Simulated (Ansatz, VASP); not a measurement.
**One calculation of CdS, two programs**

```
CELL_PARAMETERS angstrom
4.16457 0.00000 0.00000
-2.08228 3.60662 0.00000
0.00000 0.00000 6.76799
ATOMIC_POSITIONS crystal
Cd 0.33333 0.66667 0.00006
Cd 0.66667 0.33333 0.50006
S 0.33333 0.66667 0.37694
S 0.66667 0.33333 0.87694
```

Alike in both runs: functional r2SCAN; k mesh 12 × 12 × 6; occupations gaussian, width 0.02 eV; no spin polarisation.

Ansatz relaxed the structure, and its values are those at the end. VASP's run is a single point on that final structure, the one shown.

|  | VASP | Ansatz |
| --- | --- | --- |
| version | VASP 6.6.1 | Ansatz 0.2.0 |
| potentials or method | VASP PAW PBE potentials, release 64 (Cd, S), cutoff 520 eV | scalar-relativistic, plane waves, PAW |
| valence electrons in the cell | 36 | 52 |

Ansatz gave:

* gap on the k mesh at the Fermi level (eV): 1.63
* least direct gap on the mesh (eV): 1.63
* pressure (GPa): 0.0

Question: What did VASP give for the same quantities?

Answer: gap on the k mesh at the Fermi level (eV): 1.63; least direct gap on the mesh (eV): 1.63; pressure (GPa): 0.3.

VASP's potentials were made for PBE, not for r2SCAN. The functional is the same, so the differences come from potentials, cutoffs and numerics. VASP's potentials hold 36 valence electrons a cell and Ansatz's 52, so a difference there can come from the potentials and not from the codes.
